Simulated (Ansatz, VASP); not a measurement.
Two plane-wave programs on As

The input INCAR:

```
  PREC = Accurate
  ENCUT = 600
  EDIFF = 1E-7
  ISMEAR = 0
  SIGMA = 0.1
  LREAL = False
  LASPH = True
  NELM = 80
  ALGO = Normal
  ISIF = 3
  LWAVE = False
  LCHARG = False
  GGA = PS
  IBRION = 2
  NSW = 90
  EDIFFG = -0.04
```

File KPOINTS:

```
Automatic mesh
0
Gamma
  8 8 8
```

The input POSCAR:

```
As
1.0
   -1.5006253105      1.5006253105      2.2829824967
    1.5006253105     -1.5006253105      2.2829824967
    1.5006253105      1.5006253105     -2.2829824967
As
1
Direct
    0.0000000000      0.0000000000      0.0000000000
```

Input for Ansatz:

```yaml
crystal:
  lattice:
    - [-1.5006253105, 1.5006253105, 2.2829824967]
    - [1.5006253105, -1.5006253105, 2.2829824967]
    - [1.5006253105, 1.5006253105, -2.2829824967]
  atoms:
    - { symbol: As, position: [0.0, 0.0, 0.0] }
basis:
  ecutwfc: 420
kpoints:
  mp_grid: { grid: [8, 8, 8] }
hamiltonian:
  xc: pbesol
scf:
  occupations: { method: gaussian, width: 0.1 }
  lower_state_search: "off"
output:
  forces: true
  stress: true
  eigenvalues: true
relax:
  adjacent_minimum: "off"
  f_tol: 0.04
  max_steps: 70
  cell: { stress_tol: 0.4 }
```

Alike in both runs: task relaxation of cell and atoms; functional PBEsol; k mesh 8 × 8 × 8; occupations gaussian, width 0.1 eV; no spin polarisation.

|  | VASP | Ansatz |
| --- | --- | --- |
| version | VASP 6.6.1 | Ansatz 0.2.0 |
| potentials or method | VASP PAW PBE potentials, release 64 (As), cutoff 600 eV | scalar-relativistic, plane waves, PAW |
| valence electrons in the cell | 5 | 15 |

VASP gave:

```
gap on the k mesh at the Fermi level, each at its own relaxed structure (eV) : none
relaxed volume (Å³/atom)                                                     : 18.84
relaxed cell length with the largest relative difference (Å)                 : 3.218
```

Problem. What did Ansatz give for the same quantities?

Solution. gap on the k mesh at the Fermi level, each at its own relaxed structure (eV): none; relaxed volume (Å³/atom): 18.74; relaxed cell length with the largest relative difference (Å): 3.212.

VASP's potentials were made for PBE, not for PBEsol. A gap of «none» marks a metal or a gap that the smearing closes. VASP's potentials hold 5 valence electrons a cell and Ansatz's 15, so a difference there can come from the potentials and not from the codes.

The k mesh is coarse, so the values compare programs but aren't converged.
